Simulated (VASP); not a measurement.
# WS2 (P6_3/mmc) in VASP: further runs, part 2 of 2

VASP 6.6.1. Earlier steps stand in the parts before.

## Step 3: Single point, PBE, collinear spin, ferromagnetic start

INCAR reads:

```
PREC = Accurate
ENCUT = 520
EDIFF = 1E-6
ISMEAR = -4
SIGMA = 0.1
LREAL = F
LASPH = T
NELM = 150
ALGO = Normal
ISIF = 2
LWAVE = F
LCHARG = F
ISPIN = 2
MAGMOM = 2 2 0 0 0 0
LORBIT = 11
LMAXMIX = 4
GGA = PE
NBANDS = 39
```

KPOINTS reads:

```
Automatic mesh
0
Gamma
  10 10 2
```

POSCAR reads:

```
WS2
1.0
    3.1878273111      0.0000000001      0.0000000000
   -1.5939136556      2.7607394343      0.0000000000
    0.0000000000      0.0000000000     14.8571278143
W S
2 4
Direct
    0.3333333333      0.6666666667      0.2500000000
    0.6666666667      0.3333333333      0.7500000000
    0.3333333333      0.6666666667      0.6442570267
    0.6666666667      0.3333333333      0.1442570267
    0.3333333333      0.6666666667      0.8557429733
    0.6666666667      0.3333333333      0.3557429733
```

Potentials or basis: VASP PAW PBE potentials, release 64 (W_sv, S).

Command:

```sh
$ cat potpaw_PBE.64/W_sv/POTCAR potpaw_PBE.64/S/POTCAR > POTCAR
$ mpirun -np 1 vasp_std > vasp.out
```

OUTCAR:

```text
PREC = Accurate
   ENCUT = 520
   EDIFF = 1E-6
   ISMEAR = -4
   LREAL = F
   LASPH = T
   NELM = 150
   ISIF = 2
   ISPIN = 2
   LORBIT = 11
   GGA = PE

 ion  position               nearest neighbor table
   1  0.333  0.667  0.250-   4 2.42   6 2.42   4 2.42   6 2.42   4 2.42   6 2.42
   2  0.667  0.333  0.750-   3 2.42   5 2.42   3 2.42   5 2.42   3 2.42   5 2.42
   3  0.333  0.667  0.644-   2 2.42   2 2.42   2 2.42
   4  0.667  0.333  0.144-   1 2.42   1 2.42   1 2.42
   5  0.333  0.667  0.856-   2 2.42   2 2.42   2 2.42
   6  0.667  0.333  0.356-   1 2.42   1 2.42   1 2.42

  LATTYP: Found a hexagonal cell.
 ALAT       =     3.1878273111
 C/A-ratio  =     4.6605811308

  Lattice vectors:

 A1 = (   3.1878273111,   0.0000000001,   0.0000000000)
 A2 = (  -1.5939136556,   2.7607394343,   0.0000000000)
 A3 = (   0.0000000000,   0.0000000000,  14.8571278143)

Analysis of symmetry for initial positions (statically):
=====================================================================
 Subroutine PRICEL returns:
 Original cell was already a primitive cell.

 Routine SETGRP: Setting up the symmetry group for a
 hexagonal supercell.

 Subroutine GETGRP returns: Found 24 space group operations
 (whereof 12 operations were pure point group operations)
 out of a pool of 24 trial point group operations.

The static configuration has the point symmetry D_3d.
 The point group associated with its full space group is D_6h.

Analysis of symmetry for dynamics (positions and initial velocities):
=====================================================================
 Subroutine PRICEL returns:
 Original cell was already a primitive cell.

 Routine SETGRP: Setting up the symmetry group for a
 hexagonal supercell.

 Subroutine GETGRP returns: Found 24 space group operations
 (whereof 12 operations were pure point group operations)
 out of a pool of 24 trial point group operations.

The dynamic configuration has the point symmetry D_3d.
 The point group associated with its full space group is D_6h.

Analysis of structural, dynamic, and magnetic symmetry:
=====================================================================
 Subroutine PRICEL returns:
 Original cell was already a primitive cell.

 Routine SETGRP: Setting up the symmetry group for a
 hexagonal supercell.

 Subroutine GETGRP returns: Found 24 space group operations
 (whereof 12 operations were pure point group operations)
 out of a pool of 24 trial point group operations.

The overall configuration has the point symmetry D_3d.
 The point group associated with its full space group is D_6h.

 Subroutine INISYM returns: Found 24 space group operations
 (whereof 12 operations are pure point group operations),
 and found     1 'primitive' translations

----------------------------------------------------------------------------------------

                                     Primitive cell

  volume of cell :     130.7540

  direct lattice vectors                    reciprocal lattice vectors
     3.187827311  0.000000000  0.000000000     0.313693278  0.181110899  0.000000000
    -1.593913656  2.760739434  0.000000000    -0.000000000  0.362221797  0.000000000
     0.000000000  0.000000000 14.857127814     0.000000000  0.000000000  0.067307760

  length of vectors
     3.187827311  3.187827311 14.857127814     0.362221797  0.362221797  0.067307760

[... 99 lines left out ...]
   TEBEG  =    0.0;   TEEND  =   0.0 temperature during run
   PSTRESS=    0.0 pullay stress
   NELECT =      52.0000    total number of electrons
   NUPDOWN=      -1.0000    fix difference up-down
   EMIN   =  10.00;   EMAX   =-10.00  energy-range for DOS
   EFERMI =   0.00;   METHOD = LEGACY
   ISMEAR =    -4;   SIGMA  =   0.10  broadening in eV -4-tet -1-fermi 0-gaus
   EFERMI_NEDOS =   21; number of points for ismear=-14 and -15
   IALGO  =     38    algorithm
   IMIX   =      4    mixing-type and parameters
     AMIX     =   0.40;   BMIX     =  1.00
     AMIX_MAG =   1.60;   BMIX_MAG =  1.00
  volume/ion in A,a.u.               =      21.79       147.06
  Fermi-wavevector in a.u.,A,eV,Ry     =   1.203901  2.275044 19.719993  1.449379
  Thomas-Fermi vector in A             =   2.339642
   LORBIT       =     11    0 simple, 1 ext, 2 COOP (PROOUT), +10 PAW based schemes
   GGA     = PE    functional components
   LHFCALC =     F    Hartree Fock is set to
   AEXX    =    0.0000 exact exchange contribution
   IVDW    =     0    specifies the selected vdW correction
   LEPSILON=     F    determine dielectric tensor
   LRPA    =     F    only Hartree local field effects (RPA)
 spin polarized calculation
 Fermi weights with tetrahedron method witout Bloechl corrections
  energy-cutoff  :      520.00
  volume of cell :      130.75
 maximum number of plane-waves:      3560
 NGX is ok and might be reduce to    24
   NGX = 11   NGY = 11   NGZ = 55

 number of electron      52.0000001 magnetization       0.0002003

 Free energy of the ion-electron system (eV)
  ---------------------------------------------------
  ext. energy  EPLUGINS =         0.00000000
  ---------------------------------------------------
  free energy    TOTEN  =       -47.36411417 eV

  energy without entropy =      -47.36411417  energy(sigma->0) =      -47.36411417

 E-fermi :   4.7196     XC(G=0):  -9.5004

 val. band max:        4.6908568195   @ k =   0.0000   0.0000   0.0000
 cond. band min:       6.4753458674   @ k =   0.2000   0.1000   0.0000
 fundamental gap:      1.7844890479
 Fermi energy:         4.7195905827

 spin component 1

 k-point     1 :       0.0000    0.0000    0.0000
  band No.  band energies     occupation
      1     -69.5237      1.00000
      2     -69.5236      1.00000
      3     -33.7515      1.00000
      4     -33.7515      1.00000
      5     -33.6078      1.00000
      6     -33.6078      1.00000
[... 973 lines left out ...]
     37      12.4067      0.00000
     38      12.4067      0.00000

 [... further k-points ...]

 spin component 2

 k-point     1 :       0.0000    0.0000    0.0000
  band No.  band energies     occupation
      1     -69.5237      1.00000
      2     -69.5236      1.00000
      3     -33.7515      1.00000
      4     -33.7515      1.00000
      5     -33.6079      1.00000
      6     -33.6079      1.00000
[... 973 lines left out ...]
     37      12.4066      0.00000
     38      12.4066      0.00000

 [... further k-points ...]

 [bands above 38 left out]

------------------------ aborting loop because EDIFF is reached ----------------------------------------

  FORCE on cell =-STRESS in cart. coord.  units (eV):
  Direction    XX          YY          ZZ          XY          YZ          ZX
  --------------------------------------------------------------------------------------
  -------------------------------------------------------------------------------------
  Total       -0.0341085     -0.0341085     -0.0407246     -0.0000000      0.0000000      0.0000000
  in kB       -0.4179436     -0.4179436     -0.4990135     -0.0000000      0.0000000      0.0000000
  external PRESSURE =      -0.4449669 kB  Pullay stress =       0.0000000 kB

 VOLUME and BASIS-vectors are now :
 -----------------------------------------------------------------------------
  energy-cutoff  :      520.00
  volume of cell :      130.75
      direct lattice vectors                 reciprocal lattice vectors
     3.187827311  0.000000000  0.000000000     0.313693278  0.181110899  0.000000000
    -1.593913656  2.760739434  0.000000000    -0.000000000  0.362221797  0.000000000
     0.000000000  0.000000000 14.857127814     0.000000000  0.000000000  0.067307760

 POSITION                                       TOTAL-FORCE (eV/Angst)
 -----------------------------------------------------------------------------------
     -0.00000      1.84049      3.71428         0.000000     -0.000000      0.000000
      1.59391      0.92025     11.14285        -0.000000      0.000000      0.000000
     -0.00000      1.84049      9.57181        -0.000000      0.000000     -0.003475
      1.59391      0.92025      2.14325         0.000000     -0.000000     -0.003475
     -0.00000      1.84049     12.71388        -0.000000      0.000000      0.003475
      1.59391      0.92025      5.28532         0.000000     -0.000000      0.003475
 -----------------------------------------------------------------------------------
    total drift:                                0.000000     -0.000000      0.000000

  FREE ENERGIE OF THE ION-ELECTRON SYSTEM (eV)
  ---------------------------------------------------
  free  energy   TOTEN  =       -47.3641141746 eV

  energy  without entropy=      -47.3641141746  energy(sigma->0) =      -47.36411417

 total charge

# of ion       s       p       d       tot
------------------------------------------
    1        2.317   6.320   3.356  11.993
    2        2.317   6.320   3.356  11.993
    3        1.358   2.360   0.000   3.717
    4        1.358   2.360   0.000   3.717
    5        1.358   2.360   0.000   3.717
    6        1.358   2.360   0.000   3.717
--------------------------------------------------
tot         10.066  22.078   6.712  38.856

 magnetization (x)

# of ion       s       p       d       tot
------------------------------------------
    1       -0.000  -0.000  -0.000  -0.000
    2       -0.000  -0.000  -0.000  -0.000
    3       -0.000  -0.000   0.000  -0.000
    4       -0.000  -0.000   0.000  -0.000
    5       -0.000  -0.000   0.000  -0.000
    6       -0.000  -0.000   0.000  -0.000
--------------------------------------------------
tot         -0.000  -0.000  -0.000  -0.000
```

OSZICAR:

```text
N       E                     dE             d eps       ncg     rms          rms(c)
DAV:   1     0.502762425971E+03    0.50276E+03   -0.27722E+04  4792   0.129E+03
DAV:   2    -0.177438976385E+02   -0.52051E+03   -0.49932E+03  5116   0.362E+02
DAV:   3    -0.485135651421E+02   -0.30770E+02   -0.30249E+02  5491   0.868E+01
[... 11 lines left out ...]
DAV:  15    -0.473640699606E+02   -0.56556E-04   -0.30717E-04  4774   0.877E-02    0.600E-02
DAV:  16    -0.473641329860E+02   -0.63025E-04   -0.17129E-04  4701   0.661E-02    0.327E-02
DAV:  17    -0.473641115045E+02    0.21481E-04   -0.60585E-05  4207   0.340E-02    0.204E-02
DAV:  18    -0.473641130479E+02   -0.15433E-05   -0.40604E-06  4578   0.935E-03    0.759E-03
DAV:  19    -0.473641140607E+02   -0.10129E-05   -0.15027E-06  4214   0.576E-03    0.254E-03
DAV:  20    -0.473641141746E+02   -0.11384E-06   -0.34148E-07  3452   0.359E-03
   1 F= -.47364114E+02 E0= -.47364114E+02  d E =0.000000E+00  mag=     0.0000
```

stdout:

```text
POSCAR found type information on POSCAR W S
 POSCAR found :  2 types and       6 ions
 scaLAPACK will be used
 LDA part: xc-table for (Slater+PW92), standard interpolation
 POSCAR, INCAR and KPOINTS ok, starting setup
 FFT: planning ... GRIDC
 FFT: planning ... GRID_SOFT
 FFT: planning ... GRID
 WAVECAR not read
 entering main loop
```

It took 8.5 min on 1 thread of AMD EPYC 7R13, shared host; peak memory 0.38 GiB.

What came out:

* Free energy: -47.3641 eV
* Pressure: 0.0 GPa
* Largest force: 0.003 eV/Å
* Band gap on the k mesh: 1.78 eV, indirect (least direct gap 2.14 eV)
* Net moment: 0.00 μB per cell
* Valence electrons inside the program's atomic spheres: W 11.99; S 3.72

Forces on the atoms (eV/Å):
```
W    0.000  0.000  0.000
W    0.000  0.000  0.000
S    0.000  0.000 -0.003
S    0.000  0.000 -0.003
S    0.000  0.000  0.003
S    0.000  0.000  0.003
```

Levels at points of the mesh, in eV from the valence-band top:
Spin up:
```tsv
k point	band 22	band 23	band 24	band 25	band 26	band 27	band 28	band 29	band 30	band 31
(0.00, 0.00, 0.00)	-1.79	-1.79	-1.79	-0.41	0.00	2.70	2.70	2.70	2.70	2.84
(0.50, 0.00, 0.00)	-2.31	-1.46	-1.44	-1.11	-1.09	2.66	2.66	3.08	3.14	3.75
(0.00, 0.00, 0.50)	-1.79	-1.79	-1.79	-0.18	-0.18	2.70	2.70	2.70	2.70	2.85
(0.50, 0.00, 0.50)	-2.31	-1.45	-1.45	-1.10	-1.10	2.66	2.66	3.11	3.11	3.86
```
Spin down:
```tsv
k point	band 22	band 23	band 24	band 25	band 26	band 27	band 28	band 29	band 30	band 31
(0.00, 0.00, 0.00)	-1.79	-1.79	-1.79	-0.41	0.00	2.70	2.70	2.70	2.70	2.84
(0.50, 0.00, 0.00)	-2.31	-1.46	-1.44	-1.11	-1.09	2.66	2.66	3.08	3.14	3.75
(0.00, 0.00, 0.50)	-1.79	-1.79	-1.79	-0.18	-0.18	2.70	2.70	2.70	2.70	2.85
(0.50, 0.00, 0.50)	-2.31	-1.45	-1.45	-1.10	-1.10	2.66	2.66	3.11	3.11	3.86
```

Caveat: spin-orbit coupling is left out, which moves the levels of the heavy elements; this functional lacks dispersion, which binds the layers, so the pressure and a relaxed spacing across them are unreliable. A k mesh can miss the band edges.
